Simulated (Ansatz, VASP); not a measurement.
NaH in VASP and in Ansatz

```
Na H
1.0
     3.34585    0.00000    0.00000
    -1.67293    2.89759    0.00000
     0.00000    0.00000    5.89518
Na H
2 2
Direct
  0.00000 0.00000 0.00000
  0.33333 0.66667 0.50000
  0.66667 0.33333 0.25000
  0.66667 0.33333 0.75000
```

Alike in both runs: functional PBE; k mesh 9 × 9 × 6; occupations gaussian, width 0.02 eV; no spin polarisation.

Ansatz relaxed the structure, and its values are those at the end. VASP's run is a single point on that final structure, the one shown.

|  | VASP | Ansatz |
| --- | --- | --- |
| version | VASP 6.6.1 | Ansatz 0.2.0 |
| potentials or method | VASP PAW PBE potentials, release 64 (Na_pv, H), cutoff 520 eV | scalar-relativistic, plane waves, PAW |
| valence electrons in the cell | 16 | 20 |

|  | VASP | Ansatz | Ansatz less VASP |
| --- | --- | --- | --- |
| gap on the k mesh at the Fermi level (eV) | 2.46 | 2.46 | +0.002 |
| least direct gap on the mesh (eV) | 2.84 | 2.84 | 0.000 |
| pressure (GPa) | 0.0 | 0.0 | +0.03 |

VASP's potentials hold 16 valence electrons a cell and Ansatz's 20, so a difference there can come from the potentials and not from the codes.
